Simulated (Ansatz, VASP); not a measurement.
**One calculation of Ga4SbP3, two programs**

INCAR

```
  PREC = Accurate
  ENCUT = 500
  EDIFF = 1E-6
  ISMEAR = -1
  SIGMA = 0.02
  LREAL = False
  LASPH = True
  NELM = 120
  ALGO = Normal
  ISIF = 2
  LWAVE = False
  LCHARG = False
  GGA = PE
  NBANDS = 51
  GGA_COMPAT = False
```

File KPOINTS:

```
regular mesh
0
Gamma
  4 4 4
```

The input POSCAR:

```
Ga4SbP3
1.0
    5.6236637155      0.0000000000      0.0000000000
    0.0000000000      5.6236637155      0.0000000000
    0.0000000000      0.0000000000      5.6236637155
P Ga Sb
3 4 1
Direct
    0.5000000000      0.0000000000      0.0000000000
    0.0000000000      0.5000000000      0.0000000000
    0.0000000000      0.0000000000      0.5000000000
    0.2377313489      0.7622686511      0.7622686511
    0.7622686511      0.2377313489      0.7622686511
    0.7622686511      0.7622686511      0.2377313489
    0.2377313489      0.2377313489      0.2377313489
    0.5000000000      0.5000000000      0.5000000000
```

Input for Ansatz:

```yaml
crystal:
  lattice:
    - [5.6236637155, 0.0, 0.0]
    - [0.0, 5.6236637155, 0.0]
    - [0.0, 0.0, 5.6236637155]
  atoms:
    - { symbol: P, position: [0.5, 0.0, 0.0] }
    - { symbol: Ga, position: [0.2377313489, 0.7622686511, 0.7622686511] }
    - { symbol: P, position: [0.0, 0.5, 0.0] }
    - { symbol: Ga, position: [0.7622686511, 0.2377313489, 0.7622686511] }
    - { symbol: P, position: [0.0, 0.0, 0.5] }
    - { symbol: Ga, position: [0.7622686511, 0.7622686511, 0.2377313489] }
    - { symbol: Sb, position: [0.5, 0.5, 0.5] }
    - { symbol: Ga, position: [0.2377313489, 0.2377313489, 0.2377313489] }
kpoints:
  mp_grid: { grid: [4, 4, 4] }
  band_path:
    path:
      - [[0.0, 0.0, 0.0], [5.467593056879e-51, 0.5, 1.900702412523e-33], [0.5, 0.5, 1.478324098629e-33], [0.0, 0.0, 0.0], [0.5, 0.5, 0.5], [5.467593056879e-51, 0.5, 1.900702412523e-33]]
      - [[0.5, 0.5, 0.5], [0.5, 0.5, 1.478324098629e-33]]
    npoints: 10
hamiltonian:
  xc: pbe
scf:
  occupations: { method: fermi_dirac, width: 0.02 }
  n_extra_bands: 6
output:
  forces: true
  stress: true
  eigenvalues: true
  write_density: true
  write_potential: true
  elf: true
  volumetric_format: npy
```

Alike in both runs: task single point; functional PBE; k mesh 4 × 4 × 4; occupations fermi-dirac, width 0.02 eV; no spin polarisation.

|  | VASP | Ansatz |
| --- | --- | --- |
| version | VASP 6.6.1 | Ansatz 0.2.0 |
| potentials or method | VASP PAW PBE potentials, release 64 (P, Ga_d, Sb_d_GW) | plane waves, PAW |
| plane-wave cutoff (eV) | 500 | 420 |
| valence electrons in the cell | 82 | 82 |

|  | VASP | Ansatz | Ansatz less VASP |
| --- | --- | --- | --- |
| pressure (GPa) | 2.3 | 2.3 | +0.01 |
| rms of the force components (eV/Å) | 0.022 | 0.021 | -0.0008 |

Spin-orbit coupling is off throughout.
